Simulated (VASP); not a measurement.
Al3Ge2Ru:

```
Al Ge Ru
1.0
     3.23782    0.00000    0.00000
     0.00000    3.23782    0.00000
     0.00000    0.00000   10.82340
Al Ge Ru
3 2 1
Cartesian
  0.0000 0.0000 0.0000
  0.0000 0.0000 7.7339
  0.0000 0.0000 3.0895
  1.6189 1.6189 9.1713
  1.6189 1.6189 1.6521
  1.6189 1.6189 5.4117
```

The cell was generated, and may not be a known phase.

* Program: VASP 6.6.1
* Task: relaxation of cell and atoms
* Functional: PBE
* Potentials or basis: VASP PAW PBE potentials, release 64 (Al, Ge_d, Ru_pv)
* Cutoff: 600 eV
* k mesh: 6 × 6 × 2
* Occupations: gaussian, width 0.1 eV
* Spin: no spin polarisation

At the start: pressure -8.1 GPa; volume 18.91 Å³/atom.

Problem. How do energy, volume and symmetry change on relaxing?

Solution. Over 23 steps the energy falls by 665.4 meV/atom and the volume is 15.82 Å³/atom (-16.3 %); space group P4/mmm (No. 123, to 0.1 Å) before and after.

Step by step:
| step | energy change (eV) | largest force (eV/Å) | pressure (GPa) | volume (Å³) |
| --- | --- | --- | --- | --- |
| 1 | 0.0000 | 2.3919 | -8.06 | 113.47 |
| 2 | -1.1366 | 3.0887 | -0.33 | 98.53 |
| 3 | -1.4284 | 3.4236 | 14.49 | 86.16 |
| 4 | -1.8365 | 3.0170 | 16.84 | 84.31 |
| 5 | -2.2898 | 1.8314 | 29.84 | 78.80 |
| 6 | -3.2070 | 1.5152 | 18.05 | 83.96 |
| 7 | -3.4368 | 2.5079 | 7.86 | 91.17 |
| 8 | -3.4805 | 1.9094 | 10.01 | 89.25 |
| 9 | -3.7785 | 1.0314 | 4.36 | 92.09 |
| 10 | -3.8841 | 0.7871 | -0.52 | 95.23 |
| 11 | -3.8844 | 0.7740 | -0.77 | 95.40 |
| 12 | -3.9085 | 0.6834 | -0.47 | 95.15 |
| 13 | -3.9567 | 0.3747 | 0.42 | 94.42 |
| 14 | -3.9423 | 0.2077 | 2.52 | 92.95 |
| 15 | -3.9690 | 0.2032 | 1.08 | 93.82 |
| 16 | -3.9829 | 0.1087 | 0.14 | 94.73 |
| 17 | -3.9870 | 0.0354 | -0.63 | 95.51 |
| 18 | -3.9901 | 0.0818 | 0.04 | 94.99 |
| 19 | -3.9902 | 0.1032 | 0.18 | 94.89 |
| 20 | -3.9914 | 0.0781 | 0.05 | 94.94 |
| 21 | -3.9921 | 0.0500 | 0.03 | 94.98 |
| 22 | -3.9922 | 0.0427 | -0.04 | 95.00 |
| 23 | -3.9923 | 0.0053 | -0.07 | 94.94 |

Final structure:
```xyz
6
Lattice="3.2285 0.0000 0.0000 0.0000 3.2285 0.0000 0.0000 0.0000 9.1083" Properties=species:S:1:pos:R:3 pbc="T T T"
Al    3.2285    0.0000    0.0000
Al    0.0000    0.0000    5.8875
Al    0.0000    0.0000    3.2208
Ge    1.6142    1.6142    7.4660
Ge    1.6142    1.6142    1.6423
Ru    1.6142    1.6142    4.5541
```

Caveat: the volume moved by over 15 % at a fixed basis, so the end points are rough.
